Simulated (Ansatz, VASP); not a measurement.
## CsPbCl3 in VASP and in Ansatz

Contents of INCAR:

```
SYSTEM = CsPbCl3
PREC = Accurate
ENCUT = 520
EDIFF = 1E-7
ISMEAR = 0
SIGMA = 0.01
LREAL = .False.
LASPH = .True.
NELM = 80
ALGO = Normal
ISIF = 2
LWAVE = .False.
LCHARG = .False.
GGA = PE
NBANDS = 30
```

File KPOINTS:

```
regular mesh
0
Gamma
  4 4 4
  0 0 0
```

Contents of POSCAR:

```
CsPbCl3
1.0
    5.6230821864      0.0000000000      0.0000000000
    0.0000000000      5.6230821864      0.0000000000
    0.0000000000      0.0000000000      5.6230821864
Cs Pb Cl
1 1 3
Direct
    0.0000000000      0.0000000000      0.0000000000
    0.5000000000      0.5000000000      0.5000000000
    0.5000000000      0.5000000000      0.0000000000
    0.0000000000      0.5000000000      0.5000000000
    0.5000000000      0.0000000000      0.5000000000
```

Input for Ansatz:

```yaml
crystal:
  lattice:
    - [5.6230821864, 0.0, 0.0]
    - [0.0, 5.6230821864, 0.0]
    - [0.0, 0.0, 5.6230821864]
  atoms:
    - { symbol: Cs, position: [0.0, 0.0, 0.0] }
    - { symbol: Pb, position: [0.5, 0.5, 0.5] }
    - { symbol: Cl, position: [0.5, 0.5, 0.0] }
    - { symbol: Cl, position: [0.0, 0.5, 0.5] }
    - { symbol: Cl, position: [0.5, 0.0, 0.5] }
kpoints:
  mp_grid: { grid: [4, 4, 4] }
hamiltonian:
  xc: pbe
scf:
  occupations: { method: fixed }
  n_extra_bands: 5
output:
  forces: true
  stress: true
  eigenvalues: true
```

Alike in both runs: task single point; functional PBE; k mesh 4 × 4 × 4; no spin polarisation.

|  | VASP | Ansatz |
| --- | --- | --- |
| version | VASP 6.6.1 | Ansatz 0.2.0 |
| potentials or method | VASP PAW PBE potentials, release 64 (Cs_sv, Pb_d, Cl) | plane waves, PAW |
| plane-wave cutoff (eV) | 520 | 420 |
| occupations | gaussian, width 0.01 eV | fixed |
| valence electrons in the cell | 44 | 44 |

Ansatz gave:

| Quantity | Value |
| --- | --- |
| gap on the k mesh at the Fermi level (eV) | 1.97 |
| pressure (GPa) | 1.6 |

Q: Which values does VASP return?

A: gap on the k mesh at the Fermi level (eV): 1.98; pressure (GPa): 1.5.

Neither program's run includes spin-orbit coupling.
